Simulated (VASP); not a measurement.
**TiSi16 (a cell with a defect): single point with PBE+D3(BJ)**

The system is TiSi16 (a cell with a defect).

```
CELL_PARAMETERS angstrom
0.00000 5.43000 5.43000
5.43000 0.00000 5.43000
5.43000 5.43000 0.00000
ATOMIC_POSITIONS crystal
Si 0.00002 0.00079 0.99975
Si 0.12361 0.12411 0.12343
Si 0.00354 0.00363 0.49658
Si 0.12359 0.12413 0.62918
Si 0.00336 0.49731 0.00323
Si 0.12354 0.63020 0.12331
Si 0.00341 0.49732 0.49643
Si 0.13752 0.62130 0.62076
Si 0.49675 0.00364 0.00342
Si 0.62944 0.12413 0.12337
Si 0.49671 0.00374 0.49648
Si 0.62101 0.13742 0.62090
Si 0.49668 0.49732 0.00322
Si 0.62091 0.62135 0.13741
Si 0.50025 0.50003 0.50015
Si 0.62094 0.62148 0.62070
Ti 0.75015 0.75027 0.75001
```

* Program: VASP 6.6.1
* Task: single point
* Functional: PBE
* Dispersion: D3(BJ)
* Potentials or basis: VASP PAW PBE potentials, release 64 (Si, Ti_sv)
* Cutoff: 520 eV
* k mesh: 2 × 2 × 2
* Occupations: gaussian, width 0.05 eV
* Spin: no spin polarisation
* Dipole correction: no
* Further INCAR settings: LREAL = Auto; ALGO = Normal; EDIFF = 1e-07; NBANDS = 52

| Quantity | Value |
| --- | --- |
| Pressure | 0.9 GPa |
| Largest force | 0.007 eV/Å |
| Band gap on the k mesh | zero (bands 38 and 39 overlap by 0.43 eV) |
| Dispersion energy per atom | -0.343 eV |

Forces in eV/Å, atoms in the order of the input:
```
Si  -0.002  0.001 -0.003
Si  -0.002 -0.002 -0.002
Si  -0.001  0.000 -0.002
Si   0.002  0.002 -0.002
Si  -0.001 -0.003 -0.001
Si   0.001 -0.001  0.001
Si   0.003  0.000  0.000
Si  -0.003  0.003  0.005
Si  -0.003  0.000  0.000
Si  -0.002  0.002  0.002
Si   0.000  0.003  0.000
Si   0.004 -0.004  0.004
Si   0.001  0.001  0.003
Si   0.005  0.004 -0.004
Si  -0.001 -0.002 -0.001
Si  -0.004 -0.004 -0.004
Ti   0.002 -0.001  0.004
```

Levels at points of the mesh, in eV from the Fermi level:
```csv
k point,band 34,band 35,band 36,band 37,band 38,band 39,band 40,band 41
"(0.00, 0.00, 0.00)",-0.99,-0.99,-0.99,-0.41,-0.40,-0.40,-0.10,-0.10
"(0.50, 0.00, 0.00)",-1.97,-1.37,-1.37,-0.28,0.03,0.03,0.44,0.44
"(0.00, 0.50, 0.00)",-1.97,-1.37,-1.37,-0.28,0.03,0.03,0.44,0.44
"(0.00, 0.00, 0.50)",-1.97,-1.37,-1.37,-0.28,0.03,0.03,0.44,0.44
"(0.50, 0.50, 0.50)",-1.97,-1.37,-1.37,-0.28,0.03,0.03,0.44,0.44
"(0.50, 0.50, 0.00)",-2.01,-2.01,-1.88,-0.71,-0.04,0.57,0.57,1.10
"(0.00, 0.50, 0.50)",-2.01,-2.01,-1.88,-0.71,-0.04,0.57,0.57,1.10
"(0.50, 0.00, 0.50)",-2.01,-2.01,-1.88,-0.71,-0.04,0.57,0.57,1.10
```

Wall time 3.3 min on 1 thread of Intel(R) Xeon(R) Platinum 8488C (Sapphire Rapids), with other jobs on the host, peak memory 0.5 GiB.

Caveat: the k points lie up to 0.50 Å⁻¹ apart.
